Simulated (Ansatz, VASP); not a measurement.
**One calculation of CuO, two programs**

Contents of INCAR:

```
SYSTEM = CuO
PREC     = Accurate       ! precision mode
ENCUT    = 520            ! plane-wave cutoff, eV
EDIFF    = 1E-6           ! SCF threshold, eV
ISMEAR   = 0              ! smearing method
SIGMA    = 0.1            ! smearing width, eV
LREAL    = .FALSE.        ! projectors in reciprocal space
LASPH    = .TRUE.         ! aspherical terms in the spheres
NELM     = 60             ! most SCF steps
ALGO     = Normal         ! electronic algorithm
ISIF     = 2              ! what is computed and relaxed
LWAVE    = .FALSE.        ! write WAVECAR
LCHARG   = .FALSE.        ! write CHGCAR
GGA      = PS             ! functional
NBANDS   = 25             ! bands
```

Contents of KPOINTS:

```
regular mesh
0
G
  14 14 8
  0 0 0
```

File POSCAR:

```
CuO
1.0
    1.9909680000     -2.1535500000      0.0000000000
    1.9909680000      2.1535500000      0.0000000000
    0.0000000000      0.0000000000      5.1559280000
Cu O
2 2
Direct
    0.0000000000      0.5000000000      0.0000000000
    0.5000000000      0.0000000000      0.5000000000
    0.5000000000      0.5000000000      0.2500000000
    0.5000000000      0.5000000000      0.7500000000
```

Input for Ansatz:

```yaml
crystal:
  lattice:
    - [1.990968, -2.15355, 0.0]
    - [1.990968, 2.15355, 0.0]
    - [0.0, 0.0, 5.155928]
  atoms:
    - { symbol: Cu, position: [0.0, 0.5, 0.0] }
    - { symbol: Cu, position: [0.5, 0.0, 0.5] }
    - { symbol: O, position: [0.5, 0.5, 0.25] }
    - { symbol: O, position: [0.5, 0.5, 0.75] }
basis:
  ecutwfc: 460
kpoints:
  mp_grid: { grid: [14, 14, 8] }
hamiltonian:
  xc: pbesol
scf:
  occupations: { method: gaussian, width: 0.1 }
output:
  forces: true
  stress: true
  eigenvalues: true
```

Alike in both runs: task single point; functional PBEsol; k mesh 14 × 14 × 8; occupations gaussian, width 0.1 eV; no spin polarisation.

|  | VASP | Ansatz |
| --- | --- | --- |
| version | VASP 6.6.1 | Ansatz 0.2.0 |
| potentials or method | VASP PAW PBE potentials, release 64 (Cu, O), cutoff 520 eV | scalar-relativistic, plane waves, PAW |
| valence electrons in the cell | 34 | 50 |

|  | VASP | Ansatz | Ansatz less VASP |
| --- | --- | --- | --- |
| gap on the k mesh at the Fermi level (eV) | none | none | - |
| pressure (GPa) | -5.4 | -6.0 | -0.61 |
| traceless stress, the component that is largest in VASP (GPa) | 1.34 | 1.55 | +0.211 |

VASP's potentials were made for PBE, not for PBEsol. A gap of «none» marks a metal or a gap that the smearing closes. VASP's potentials hold 34 valence electrons a cell and Ansatz's 50, so a difference there can come from the potentials and not from the codes.
